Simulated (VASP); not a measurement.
# Sb in VASP: density of states with PBE

Aim: the density of states of Sb with PBE.

All numbers are computed with VASP 6.6.1; they aren't measurements. Logs are shortened: lines on timing, memory, paths and dates and some standing lists are left out, and cuts for length are marked.

## (1) The cell of the first run

The typed cell holds 1 atom: a = 3.109 Å, b = 3.109 Å, c = 3.110 Å, α = 90.00°, β = 90.00°, γ = 90.00°.

## (2) Density of states, PBE

POSCAR

```
Sb
1.0
    3.1094508513      0.0000000000      0.0000000000
    0.0000000000      3.1094508513      0.0000000000
    0.0000000000      0.0000000000      3.1098398263
Sb
1
Direct
    0.0000000000      0.0000000000      0.5000000000
```

INCAR.step1

```
SYSTEM = Sb
PREC = Accurate
ENCUT = 520
EDIFF = 1E-7
ISMEAR = 0
SIGMA = 0.1
LREAL = .FALSE.
LASPH = .TRUE.
NELM = 100
ALGO = Normal
ISIF = 2
LWAVE = .FALSE.
LCHARG = .TRUE.
GGA = PE
NBANDS = 8
```

KPOINTS.step1

```
regular mesh
0
G
  18 18 18
  0 0 0
```

INCAR.step2

```
SYSTEM = Sb
PREC = Accurate
ENCUT = 520
EDIFF = 1E-7
ISMEAR = -5
SIGMA = 0.1
LREAL = .FALSE.
LASPH = .TRUE.
NELM = 100
ALGO = Normal
ISIF = 2
LWAVE = .FALSE.
LCHARG = .FALSE.
GGA = PE
LORBIT = 10
NEDOS = 2001
ICHARG = 11
```

KPOINTS.step2

```
regular mesh
0
G
  27 27 27
  0 0 0
```

Potentials or basis: VASP PAW PBE potentials, release 64 (Sb).

Launch:

```console
cat potpaw_PBE.64/Sb/POTCAR > POTCAR
cp INCAR.step1 INCAR
cp KPOINTS.step1 KPOINTS
mpirun -np 1 vasp_std > vasp.out
cp INCAR.step2 INCAR
cp KPOINTS.step2 KPOINTS
mpirun -np 1 vasp_std > vasp.out
```

OUTCAR:

```text
SYSTEM = Sb
   PREC = Accurate
   ENCUT = 520
   EDIFF = 1E-7
   ISMEAR = -5
   LREAL = .FALSE.
   LASPH = .TRUE.
   NELM = 100
   ISIF = 2
   GGA = PE
   LORBIT = 10
   ICHARG = 11

 ion  position               nearest neighbor table
   1  0.000  0.000  0.500-

  LATTYP: Found a simple tetragonal cell.
 ALAT       =     3.1094508513
 C/A-ratio  =     1.0001250944

  Lattice vectors:

 A1 = (   3.1094508513,   0.0000000000,   0.0000000000)
 A2 = (   0.0000000000,   3.1094508513,   0.0000000000)
 A3 = (   0.0000000000,   0.0000000000,   3.1098398263)

Analysis of symmetry for initial positions (statically):
=====================================================================
 Subroutine PRICEL returns:
 Original cell was already a primitive cell.

 Routine SETGRP: Setting up the symmetry group for a
 simple tetragonal supercell.

 Subroutine GETGRP returns: Found 16 space group operations
 (whereof 16 operations were pure point group operations)
 out of a pool of 16 trial point group operations.

The static configuration has the point symmetry D_4h.

Analysis of symmetry for dynamics (positions and initial velocities):
=====================================================================
 Subroutine PRICEL returns:
 Original cell was already a primitive cell.

 Routine SETGRP: Setting up the symmetry group for a
 simple tetragonal supercell.

 Subroutine GETGRP returns: Found 16 space group operations
 (whereof 16 operations were pure point group operations)
 out of a pool of 16 trial point group operations.

The dynamic configuration has the point symmetry D_4h.

 Subroutine INISYM returns: Found 16 space group operations
 (whereof 16 operations are pure point group operations),
 and found     1 'primitive' translations

----------------------------------------------------------------------------------------

                                     Primitive cell

  volume of cell :      30.0681

  direct lattice vectors                    reciprocal lattice vectors
     3.109450851  0.000000000  0.000000000     0.321600195  0.000000000  0.000000000
     0.000000000  3.109450851  0.000000000     0.000000000  0.321600195  0.000000000
     0.000000000  0.000000000  3.109839826     0.000000000  0.000000000  0.321559970

  length of vectors
     3.109450851  3.109450851  3.109839826     0.321600195  0.321600195  0.321559970

  position of ions in fractional coordinates (direct lattice)
     0.000000000  0.000000000  0.500000000

  ion indices of the primitive-cell ions
   primitive index   ion index
                 1           1

----------------------------------------------------------------------------------------

 KPOINTS: regular mesh

Automatic generation of k-mesh.
 Grid dimensions read from file:
 generate k-points for:   27   27   27

 Generating k-lattice:

  Cartesian coordinates                     Fractional coordinates (reciprocal lattice)
     0.011911118  0.000000000  0.000000000     0.037037037  0.000000000  0.000000000
     0.000000000  0.011911118  0.000000000     0.000000000  0.037037037  0.000000000
     0.000000000  0.000000000  0.011909629     0.000000000  0.000000000  0.037037037

  Length of vectors
     0.011911118  0.011911118  0.011909629

  Shift w.r.t. Gamma in fractional coordinates (k-lattice)
     0.000000000  0.000000000  0.000000000

 TETIRR: Found  29470 inequivalent tetrahedra from   118098

 Subroutine IBZKPT returns following result:
 ===========================================

 Found   1470 irreducible k-points:

 Following reciprocal coordinates:
            Coordinates               Weight
  0.000000  0.000000  0.000000      1.000000
  0.037037  0.000000  0.000000      4.000000
  0.074074  0.000000  0.000000      4.000000
  0.111111  0.000000  0.000000      4.000000
  0.148148  0.000000  0.000000      4.000000
  0.185185  0.000000  0.000000      4.000000
[... 16 lines left out ...]
  0.333333  0.037037  0.000000      8.000000
  0.370370  0.037037  0.000000      8.000000
 [... further k-points ...]
   k-points           NKPTS =   1470   k-points in BZ     NKDIM =   1470   number of bands    NBANDS=      6
   number of dos      NEDOS =   2001   number of ions     NIONS =      1
   total plane-waves  NPLWV =  13824
   dimension x,y,z NGX =    24 NGY =   24 NGZ =   24
   dimension x,y,z NGXF=    48 NGYF=   48 NGZF=   48
   ions per type =               1
   NGX,Y,Z   is equivalent  to a cutoff of  12.83, 12.83, 12.83 a.u.
   NGXF,Y,Z  is equivalent  to a cutoff of  25.66, 25.66, 25.66 a.u.
 SYSTEM =  Sb
   PREC   = accura    normal or accurate (medium, high low for compatibility)
   ISTART =      0    job   : 0-new  1-cont  2-samecut
   ICHARG =     11    charge: 1-file 2-atom 10-const
   ISPIN  =      1    spin polarized calculation?
   LNONCOLLINEAR =      F non collinear calculations
   LSORBIT =      F    spin-orbit coupling
   LASPH  =      T    aspherical Exc in radial PAW
   ENCUT  =  520.0 eV  38.22 Ry    6.18 a.u.   5.78  5.78  5.78*2*pi/ulx,y,z
   NELM   =    100;   NELMIN=  2; NELMDL=  0     # of ELM steps
   EDIFF  = 0.1E-06   stopping-criterion for ELM
   LREAL  =      F    real-space projection
   EDIFFG = 0.1E-05   stopping-criterion for IOM
   NSW    =      0    number of steps for IOM
   IBRION =     -1    ionic relax: 0-MD 1-quasi-New 2-CG
   NFREE  =      0    steps in history (QN), initial steepest desc. (CG)
   ISIF   =      2    stress and relaxation
   ISYM   =      2    0-nonsym 1-usesym 2-fastsym
   POTIM  = 0.5000    time-step for ionic-motion
   TEBEG  =    0.0;   TEEND  =   0.0 temperature during run
   PSTRESS=    0.0 pullay stress
   NELECT =       5.0000    total number of electrons
   NUPDOWN=      -1.0000    fix difference up-down
   EMIN   =  10.00;   EMAX   =-10.00  energy-range for DOS
   EFERMI =   0.00;   METHOD = LEGACY
   ISMEAR =    -5;   SIGMA  =   0.10  broadening in eV -4-tet -1-fermi 0-gaus
   EFERMI_NEDOS =   21; number of points for ismear=-14 and -15
   IALGO  =     38    algorithm
   IMIX   =      4    mixing-type and parameters
     AMIX     =   0.40;   BMIX     =  1.00
     AMIX_MAG =   1.60;   BMIX_MAG =  1.00
  volume/ion in A,a.u.               =      30.07       202.91
  Fermi-wavevector in a.u.,A,eV,Ry     =   0.900250  1.701225 11.026837  0.810450
  Thomas-Fermi vector in A             =   2.023184
   LORBIT       =     10    0 simple, 1 ext, 2 COOP (PROOUT), +10 PAW based schemes
   GGA     = PE    functional components
   LHFCALC =     F    Hartree Fock is set to
   AEXX    =    0.0000 exact exchange contribution
   IVDW    =     0    specifies the selected vdW correction
   LEPSILON=     F    determine dielectric tensor
   LRPA    =     F    only Hartree local field effects (RPA)
 non-spin polarized calculation
 Fermi weights with tetrahedron method with Bloechl corrections
  energy-cutoff  :      520.00
  volume of cell :       30.07
 maximum number of plane-waves:       840
 NGX is ok and might be reduce to    24

 number of electron       4.9999999 magnetization

 Free energy of the ion-electron system (eV)
  ---------------------------------------------------
  ext. energy  EPLUGINS =         0.00000000
  ---------------------------------------------------
  free energy    TOTEN  =        -4.09233354 eV

  energy without entropy =       -4.09233354  energy(sigma->0) =       -4.09233354

 E-fermi :   7.0297     XC(G=0):  -9.5901

 val. band max:        7.0759730040   @ k =   0.3704   0.2593   0.2593
 cond. band min:       6.9332019034   @ k =   0.2963   0.2963   0.2963
 fundamental gap:     -0.1427711007
 Fermi energy:         7.0297338300

 k-point     1 :       0.0000    0.0000    0.0000
  band No.  band energies     occupation
      1      -5.2896      2.00000
      2      10.2805      0.00000
      3      10.2840      0.00000
      4      10.2840      0.00000
      5      13.9463      0.00000
      6      13.9479      0.00000

 k-point     2 :       0.0370    0.0000    0.0000
  band No.  band energies     occupation
      1      -5.2698      2.00000
      2       9.9894      0.00000
      3      10.3000      0.00000
      4      10.3035      0.00000
      5      13.9624      0.00000
      6      14.1649      0.00000

 k-point     3 :       0.0741    0.0000    0.0000
  band No.  band energies     occupation
      1      -5.2107      2.00000
      2       9.2908      0.00000
      3      10.3582      0.00000
      4      10.3617      0.00000
      5      14.0095      0.00000
      6      14.5358      0.00000

 k-point     4 :       0.1111    0.0000    0.0000
  band No.  band energies     occupation
      1      -5.1126      2.00000
      2       8.4288      0.00000
      3      10.4538      0.00000
      4      10.4573      0.00000
      5      14.0878      0.00000
      6      14.7871      0.00000

 k-point     5 :       0.1481    0.0000    0.0000
  band No.  band energies     occupation
      1      -4.9764      2.00000
      2       7.5176      0.03377
      3      10.5850      0.00000
      4      10.5885      0.00000
      5      14.1969      0.00000
      6      14.9742      0.00000
[... 136 lines left out ...]
 k-point    21 :       0.2593    0.0370    0.0000
  band No.  band energies     occupation
      1      -4.3370      2.00000
      2       4.8903      2.00000
      3      10.8679      0.00000
      4      11.1738      0.00000
      5      14.8554      0.00000
      6      15.7581      0.00000

 k-point    22 :       0.2963    0.0370    0.0000
  band No.  band energies     occupation
      1      -4.0722      2.00000
      2       4.0947      2.00000
      3      11.0992      0.00000
      4      11.4020      0.00000
      5      15.0767      0.00000
      6      16.0073      0.00000

 k-point    23 :       0.3333    0.0370    0.0000
  band No.  band energies     occupation
      1      -3.7898      2.00000
      2       3.3646      2.00000
      3      11.3356      0.00000
      4      11.6336      0.00000
      5      15.3174      0.00000
      6      16.2785      0.00000

 k-point    24 :       0.3704    0.0370    0.0000
  band No.  band energies     occupation
      1      -3.5038      2.00000
      2       2.7170      2.00000
      3      11.5631      0.00000
      4      11.8548      0.00000
      5      15.5687      0.00000
      6      16.5612      0.00000

 [... further k-points ...]
[... 5 lines left out ...]
  --------------------------------------------------------------------------------------
  -------------------------------------------------------------------------------------
  Total       -0.0299301     -0.0299301     -0.0318145      0.0000000      0.0000000      0.0000000
  in kB       -1.5948265     -1.5948265     -1.6952389      0.0000000      0.0000000      0.0000000
  external PRESSURE =      -1.6282973 kB  Pullay stress =       0.0000000 kB

 VOLUME and BASIS-vectors are now :
 -----------------------------------------------------------------------------
  energy-cutoff  :      520.00
  volume of cell :       30.07
      direct lattice vectors                 reciprocal lattice vectors
     3.109450851  0.000000000  0.000000000     0.321600195  0.000000000  0.000000000
     0.000000000  3.109450851  0.000000000     0.000000000  0.321600195  0.000000000
     0.000000000  0.000000000  3.109839826     0.000000000  0.000000000  0.321559970

 POSITION                                       TOTAL-FORCE (eV/Angst)
 -----------------------------------------------------------------------------------
      0.00000      0.00000      1.55492         0.000000      0.000000      0.000000
 -----------------------------------------------------------------------------------
    total drift:                               -0.000000      0.000000     -0.000000

  FREE ENERGIE OF THE ION-ELECTRON SYSTEM (eV)
  ---------------------------------------------------
  free  energy   TOTEN  =        -4.0923335448 eV

  energy  without entropy=       -4.0923335448  energy(sigma->0) =       -4.09233354

 total charge

# of ion       s       p       d       tot
------------------------------------------
    1        1.213   1.116   0.035   2.365
```

Wall time 1.7 min (1 thread of Intel Xeon Platinum 8375C at 2.90GHz (Ice Lake), shared host); peak memory 0.42 GiB.

Results:

| Quantity | Value |
| --- | --- |
| Valence electrons inside the program's atomic spheres | Sb 2.37 |

Caveat: spin-orbit coupling is left out, which moves the levels of the heavy elements; tetrahedron occupations give inexact forces and stress in metals.
